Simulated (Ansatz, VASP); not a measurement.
## Two plane-wave programs on La4HfO

The input INCAR:

```
ALGO = Fast
EDIFF = 1E-6
EDIFFG = -0.01
ENCUT = 600
GGA = PE
IBRION = 2
ISIF = 3
ISMEAR = 0
LASPH = True
LCHARG = False
LREAL = False
LWAVE = False
NELM = 100
NSW = 100
PREC = Accurate
SIGMA = 0.1
```

Contents of KPOINTS:

```
k-points
0
Gamma
  12 12 4
```

Contents of POSCAR:

```
La4HfO
1.0
    3.3267451653      0.0000000000      0.0000000000
    0.0000000000      3.3267451653      0.0000000000
    0.0000000000      0.0000000000     14.6410107106
La Hf O
4 1 1
Direct
    0.5000000000      0.5000000000      0.1692109385
    0.0000000000      0.0000000000      0.6061843193
    0.0000000000      0.0000000000      0.3938156807
    0.5000000000      0.5000000000      0.8307890615
    0.0000000000      0.0000000000      0.0000000000
    0.5000000000      0.5000000000      0.5000000000
```

Input for Ansatz:

```yaml
crystal:
  lattice:
    - [3.3267451653, 0.0, 0.0]
    - [0.0, 3.3267451653, 0.0]
    - [0.0, 0.0, 14.6410107106]
  atoms:
    - { symbol: La, position: [0.5, 0.5, 0.1692109385] }
    - { symbol: La, position: [0.0, 0.0, 0.6061843193] }
    - { symbol: La, position: [0.0, 0.0, 0.3938156807] }
    - { symbol: La, position: [0.5, 0.5, 0.8307890615] }
    - { symbol: Hf, position: [0.0, 0.0, 0.0] }
    - { symbol: O, position: [0.5, 0.5, 0.5] }
basis:
  ecutwfc: 420
kpoints:
  mp_grid: { grid: [12, 12, 4] }
hamiltonian:
  xc: pbe
scf:
  occupations: { method: gaussian, width: 0.1 }
output:
  forces: true
  stress: true
  eigenvalues: true
  write_density: true
  write_potential: true
  elf: true
  volumetric_format: npy
relax:
  adjacent_minimum: "off"
  f_tol: 0.01
  max_steps: 80
  cell: { stress_tol: 0.05 }
```

Change from the starting cell: species swapped into the Hf4AgPd type (P4/mmm, No. 123).

Alike in both runs: task relaxation of cell and atoms; functional PBE; k mesh 12 × 12 × 4; occupations gaussian, width 0.1 eV; no spin polarisation.

|  | VASP | Ansatz |
| --- | --- | --- |
| version | VASP 6.6.1 | Ansatz 0.2.0 |
| potentials or method | VASP PAW PBE potentials, release 64 (La, Hf_pv, O), cutoff 600 eV | scalar-relativistic, plane waves, PAW |
| valence electrons in the cell | 60 | 76 |

|  | VASP | Ansatz | Ansatz less VASP |
| --- | --- | --- | --- |
| gap on the k mesh at the Fermi level, each at its own relaxed structure (eV) | none | none | - |
| relaxed volume (Å³/atom) | 26.90 | 26.94 | +0.047 |
| relaxed length of the cell vector where the two differ most in proportion (Å) | 3.313 | 3.317 | +0.0037 |

A gap of «none» marks a metal or a gap that the smearing closes. VASP's potentials hold 60 valence electrons a cell and Ansatz's 76, so a difference there can come from the potentials and not from the codes.

Spin-orbit coupling is off throughout.
